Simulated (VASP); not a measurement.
Runs of VASP 6.6.1 on TaN. The structure is that of space group Fm-3m (No. 225), or close to it. The cells are those of the table. 

| cell | gap on the mesh (eV) | pressure (GPa) |
| --- | --- | --- |
| a = 3.135 Å, angles 60.0°, 2 atoms | none | -2.9 |
| a = 3.054 Å, angles 60.0°, 2 atoms | none | (a) |
| a = 3.026 Å, angles 60.0°, 2 atoms | none | 40.1 |
| a = 3.162 Å, angles 60.0°, 2 atoms | none | -10.4 |
| a = 2.997 Å, angles 60.0°, 2 atoms | none | (b) |
| a = 3.109 Å, angles 60.0°, 2 atoms | none | 5.7 |
| a = 3.082 Å, angles 60.0°, 2 atoms | none | 15.6 |

Alike in all rows: task single point; level PBE; potentials or basis VASP PAW PBE potentials, release 64 (Ta_pv, N); no spin polarisation; k mesh 11 × 11 × 11; cutoff (eV) 520; smearing gaussian 0.15 eV.

Question: Fill in the values left out.

Answer: (a) 27.0; (b) 55.2.

Caveats: spin-orbit coupling is left out, which moves the levels of the heavy elements.

A k mesh can miss the band edges, and the runs leave out spin-orbit coupling on Ta.

A gap of «none» marks levels without a gap at the run's occupations.
